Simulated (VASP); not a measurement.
# SnSe (R-3m) in VASP: further runs

The runs below take SnSe through single point, with PBEsol.

Program: VASP 6.6.1. These are calculated values, not measurements. Logs are shortened: lines on timing, memory, paths and dates and some standing lists are left out, and cuts for length are marked.

## Step 1: The cell of the first run

The structure is trigonal, space group R-3m (No. 166). Conventional cell: a = 4.278 Å, b = 4.278 Å, c = 10.323 Å, α = 90.00°, β = 90.00°, γ = 120.00°. Sn (site symmetry -3m) has 6 Se at 3.01 Å within 4.0 Å. Se (site symmetry -3m) has 6 Sn at 3.01 Å within 4.0 Å.

## Step 2: Single point, PBEsol (equal xy, yz and zx shear strains of -1 %)

File INCAR:

```
PREC = Accurate ; ENCUT = 520
EDIFF = 1E-7 ; ISMEAR = -1
SIGMA = 0.01 ; LREAL = False
LASPH = True ; NELM = 100
ALGO = Normal ; ISIF = 2
LWAVE = False ; LCHARG = True
GGA = PS ; LELF = True
LVHAR = True ; NBANDS = 17
```

File KPOINTS:

```
regular mesh
0
Gamma
  7 7 7
```

File POSCAR:

```
SnSe
1.0
   -0.0301000000      2.9949500000      2.9949500000
    2.9949500000     -0.0301000000      2.9949500000
    2.9949500000      2.9949500000     -0.0301000000
Sn Se
1 1
Direct
    0.0000000000      0.0000000000      0.0000000000
    0.5000000000      0.5000000000      0.5000000000
```

Potentials or basis: VASP PAW PBE potentials, release 64 (Sn_d, Se).

Command:

```console
$ cat potpaw_PBE.64/Sn_d/POTCAR potpaw_PBE.64/Se/POTCAR > POTCAR
$ mpirun -np 1 vasp_std > vasp.out
```

OUTCAR:

```text
PREC = Accurate
   ENCUT = 520
   EDIFF = 1E-7
   ISMEAR = -1
   LREAL = False
   LASPH = True
   NELM = 100
   ISIF = 2
   GGA = PS

 ion  position               nearest neighbor table
   1  0.000  0.000  0.000-   2 3.01   2 3.01   2 3.01   2 3.01   2 3.01   2 3.01
   2  0.500  0.500  0.500-   1 3.01   1 3.01   1 3.01   1 3.01   1 3.01   1 3.01

  LATTYP: Found a trigonal (rhomboedric) cell.
 ALAT       =     4.2356058616
 COS(alpha) =     0.4899250057

  Lattice vectors:

 A1 = (  -0.0301000000,   2.9949500000,   2.9949500000)
 A2 = (   2.9949500000,  -0.0301000000,   2.9949500000)
 A3 = (   2.9949500000,   2.9949500000,  -0.0301000000)

Analysis of symmetry for initial positions (statically):
=====================================================================
 Subroutine PRICEL returns:
 Original cell was already a primitive cell.

 Routine SETGRP: Setting up the symmetry group for a
 trigonal (rhombohedral) supercell.

 Subroutine GETGRP returns: Found 12 space group operations
 (whereof 12 operations were pure point group operations)
 out of a pool of 12 trial point group operations.

The static configuration has the point symmetry D_3d.

Analysis of symmetry for dynamics (positions and initial velocities):
=====================================================================
 Subroutine PRICEL returns:
 Original cell was already a primitive cell.

 Routine SETGRP: Setting up the symmetry group for a
 trigonal (rhombohedral) supercell.

 Subroutine GETGRP returns: Found 12 space group operations
 (whereof 12 operations were pure point group operations)
 out of a pool of 12 trial point group operations.

The dynamic configuration has the point symmetry D_3d.

 Subroutine INISYM returns: Found 12 space group operations
 (whereof 12 operations are pure point group operations),
 and found     1 'primitive' translations

----------------------------------------------------------------------------------------

                                     Primitive cell

  volume of cell :      54.5377

  direct lattice vectors                    reciprocal lattice vectors
    -0.030100000  2.994950000  2.994950000    -0.164451744  0.166121305  0.166121305
     2.994950000 -0.030100000  2.994950000     0.166121305 -0.164451744  0.166121305
[... 74 lines left out ...]
   NGXF,Y,Z  is equivalent  to a cutoff of  25.12, 25.12, 25.12 a.u.
 SYSTEM =  unknown system
   PREC   = accura    normal or accurate (medium, high low for compatibility)
   ISTART =      0    job   : 0-new  1-cont  2-samecut
   ICHARG =      2    charge: 1-file 2-atom 10-const
   ISPIN  =      1    spin polarized calculation?
   LNONCOLLINEAR =      F non collinear calculations
   LSORBIT =      F    spin-orbit coupling
   LASPH  =      T    aspherical Exc in radial PAW
   ENCUT  =  520.0 eV  38.22 Ry    6.18 a.u.   7.88  7.88  7.88*2*pi/ulx,y,z
   NELM   =    100;   NELMIN=  2; NELMDL= -5     # of ELM steps
   EDIFF  = 0.1E-06   stopping-criterion for ELM
   LREAL  =      F    real-space projection
   EDIFFG = 0.1E-05   stopping-criterion for IOM
   NSW    =      0    number of steps for IOM
   IBRION =     -1    ionic relax: 0-MD 1-quasi-New 2-CG
   NFREE  =      0    steps in history (QN), initial steepest desc. (CG)
   ISIF   =      2    stress and relaxation
   ISYM   =      2    0-nonsym 1-usesym 2-fastsym
   POTIM  = 0.5000    time-step for ionic-motion
   TEBEG  =    0.0;   TEEND  =   0.0 temperature during run
   PSTRESS=    0.0 pullay stress
   NELECT =      20.0000    total number of electrons
   NUPDOWN=      -1.0000    fix difference up-down
   EMIN   =  10.00;   EMAX   =-10.00  energy-range for DOS
   EFERMI =   0.00;   METHOD = LEGACY
   ISMEAR =    -1;   SIGMA  =   0.01  broadening in eV -4-tet -1-fermi 0-gaus
   EFERMI_NEDOS =   21; number of points for ismear=-14 and -15
   IALGO  =     38    algorithm
   IMIX   =      4    mixing-type and parameters
     AMIX     =   0.40;   BMIX     =  1.00
     AMIX_MAG =   1.60;   BMIX_MAG =  1.00
  volume/ion in A,a.u.               =      27.27       184.02
  Fermi-wavevector in a.u.,A,eV,Ry     =   1.171797  2.214376 18.682287  1.373109
  Thomas-Fermi vector in A             =   2.308236
   LORBIT       =      0    0 simple, 1 ext, 2 COOP (PROOUT), +10 PAW based schemes
   GGA     = PS    functional components
   LHFCALC =     F    Hartree Fock is set to
   AEXX    =    0.0000 exact exchange contribution
   IVDW    =     0    specifies the selected vdW correction
   LEPSILON=     F    determine dielectric tensor
   LRPA    =     F    only Hartree local field effects (RPA)
 non-spin polarized calculation
  energy-cutoff  :      520.00
  volume of cell :       54.54
 maximum number of plane-waves:      1480
   NGX = 15   NGY = 15   NGZ = 15

 number of electron      20.0000005 magnetization

 Free energy of the ion-electron system (eV)
  ---------------------------------------------------
  ext. energy  EPLUGINS =         0.00000000
  ---------------------------------------------------
  free energy    TOTEN  =        -8.97334353 eV

  energy without entropy =       -8.97334353  energy(sigma->0) =       -8.97334353

 E-fermi :   5.6422     XC(G=0):  -9.7767

 val. band max:        5.3651814846   @ k =  -0.2857   0.1429  -0.0000
 cond. band min:       5.9996759926   @ k =   0.4286   0.2857   0.2857
 fundamental gap:      0.6344945080
 Fermi energy:         5.6422121226

 k-point     1 :       0.0000    0.0000    0.0000
  band No.  band energies     occupation
      1     -16.0447      2.00000
      2     -16.0447      2.00000
      3     -16.0444      2.00000
      4     -16.0422      2.00000
      5     -16.0422      2.00000
      6      -8.4337      2.00000
[... 457 lines left out ...]
      4     -16.0332      2.00000
      5     -16.0324      2.00000
      6      -7.6382      2.00000
[... 9 lines left out ...]
     16      15.2133      0.00000
     17      15.8032      0.00000

 [... further k-points ...]
[... 5 lines left out ...]
  --------------------------------------------------------------------------------------
  -------------------------------------------------------------------------------------
  Total       -0.6415682     -0.6415682     -0.6415682      0.0629714      0.0629714      0.0629714
  in kB      -18.8476242    -18.8476242    -18.8476242      1.8499369      1.8499369      1.8499369
  external PRESSURE =     -18.8476242 kB  Pullay stress =       0.0000000 kB

 VOLUME and BASIS-vectors are now :
 -----------------------------------------------------------------------------
  energy-cutoff  :      520.00
  volume of cell :       54.54
      direct lattice vectors                 reciprocal lattice vectors
    -0.030100000  2.994950000  2.994950000    -0.164451744  0.166121305  0.166121305
     2.994950000 -0.030100000  2.994950000     0.166121305 -0.164451744  0.166121305
     2.994950000  2.994950000 -0.030100000     0.166121305  0.166121305 -0.164451744

 POSITION                                       TOTAL-FORCE (eV/Angst)
 -----------------------------------------------------------------------------------
      0.00000      0.00000      0.00000         0.000000      0.000000      0.000000
      2.97990      2.97990      2.97990        -0.000000     -0.000000     -0.000000
 -----------------------------------------------------------------------------------
    total drift:                                0.000000     -0.000000     -0.000000

  FREE ENERGIE OF THE ION-ELECTRON SYSTEM (eV)
  ---------------------------------------------------
  free  energy   TOTEN  =        -8.9733435330 eV

  energy  without entropy=       -8.9733435330  energy(sigma->0) =       -8.97334353
```

OSZICAR:

```text
N       E                     dE             d eps       ncg     rms          rms(c)
DAV:   1     0.132030113681E+03    0.13203E+03   -0.98268E+03  1536   0.144E+03
DAV:   2     0.364061546797E+01   -0.12839E+03   -0.12436E+03  1632   0.349E+02
DAV:   3    -0.880920952728E+01   -0.12450E+02   -0.12268E+02  1842   0.932E+01
DAV:   4    -0.913792857489E+01   -0.32872E+00   -0.32838E+00  1745   0.158E+01
DAV:   5    -0.914700196349E+01   -0.90734E-02   -0.90729E-02  2084   0.260E+00    0.301E+00
DAV:   6    -0.897724751632E+01    0.16975E+00   -0.41405E-01  2214   0.413E+00    0.178E+00
DAV:   7    -0.897344185770E+01    0.38057E-02   -0.71258E-02  1758   0.129E+00    0.851E-01
DAV:   8    -0.897353758265E+01   -0.95725E-04   -0.75390E-03  1851   0.728E-01    0.956E-02
DAV:   9    -0.897331828413E+01    0.21930E-03   -0.14660E-03  2148   0.283E-01    0.436E-02
DAV:  10    -0.897334178043E+01   -0.23496E-04   -0.12450E-04  1711   0.728E-02    0.872E-03
DAV:  11    -0.897334349131E+01   -0.17109E-05   -0.72224E-06  2005   0.197E-02    0.215E-03
DAV:  12    -0.897334353301E+01   -0.41701E-07   -0.29960E-07  1976   0.713E-03
   1 F= -.89733435E+01 E0= -.89733435E+01  d E =-.187648E-13
```

Run time: 27 s. Hardware: 1 thread of Intel Xeon Platinum 8259CL at 2.50GHz (Skylake/Cascade Lake), shared host; peak memory 0.2 GiB.

What came out:

```yaml
Free_energy: -8.9733 eV
Pressure: -1.9 GPa
Band_gap_on_the_k_mesh: 0.63 eV, indirect (least direct gap 0.71 eV)
```

Stress tensor (GPa, compression positive):
```
-1.88  0.18  0.18
 0.18 -1.88  0.18
 0.18  0.18 -1.88
```

Caveat: the cell differs from its parent crystal (equal xy, yz and zx shear strains of -1 %); the PAW data sets were made with another functional, which shifts forces and pressure a little; spin-orbit coupling is left out, which moves the levels of the heavy elements.

## Step 3: Single point, PBEsol (equal xy, yz and zx shear strains of +1 %)

File INCAR:

```
SYSTEM = SnSe
  PREC = Accurate
  ENCUT = 520
  EDIFF = 1E-6
  ISMEAR = -1
  SIGMA = 0.01
  LREAL = .FALSE.
  LASPH = .TRUE.
  NELM = 80
  ALGO = Normal
  ISIF = 2
  LWAVE = .FALSE.
  LCHARG = .FALSE.
  GGA = PS
  NBANDS = 17
```

File KPOINTS:

```
Automatic mesh
0
G
  7 7 7
  0 0 0
```

File POSCAR:

```
SnSe
1.0
    0.0301000000      3.0250500000      3.0250500000
    3.0250500000      0.0301000000      3.0250500000
    3.0250500000      3.0250500000      0.0301000000
Sn Se
1 1
Direct
    0.0000000000      0.0000000000      0.0000000000
    0.5000000000      0.5000000000      0.5000000000
```

Potentials or basis: VASP PAW PBE potentials, release 64 (Sn_d, Se).

Command:

```console
$ cat potpaw_PBE.64/Sn_d/POTCAR potpaw_PBE.64/Se/POTCAR > POTCAR
$ mpirun -np 1 vasp_std > vasp.out
```

Wall time 25 s (1 thread of Intel Xeon Platinum 8259CL at 2.50GHz (Skylake/Cascade Lake), shared host); peak memory 0.2 GiB.

The run converged. Its results:

```
Free energy            : -8.9733 eV
Pressure               : -1.9 GPa
Band gap on the k mesh : 0.63 eV, indirect (least direct gap 0.72 eV)
```

Stress tensor (GPa, compression positive):
```
-1.88 -0.19 -0.19
-0.19 -1.88 -0.19
-0.19 -0.19 -1.88
```

Levels at points of the mesh, in eV from the valence-band top:
```tsv
k point	band 8	band 9	band 10	band 11	band 12	band 13
(0.00, 0.00, 0.00)	-2.20	-2.08	-2.08	4.34	4.34	4.37
```

Caveat: the cell differs from its parent crystal (equal xy, yz and zx shear strains of +1 %); the PAW data sets were made with another functional, which shifts forces and pressure a little; spin-orbit coupling is left out, which moves the levels of the heavy elements. A k mesh can miss the band edges.
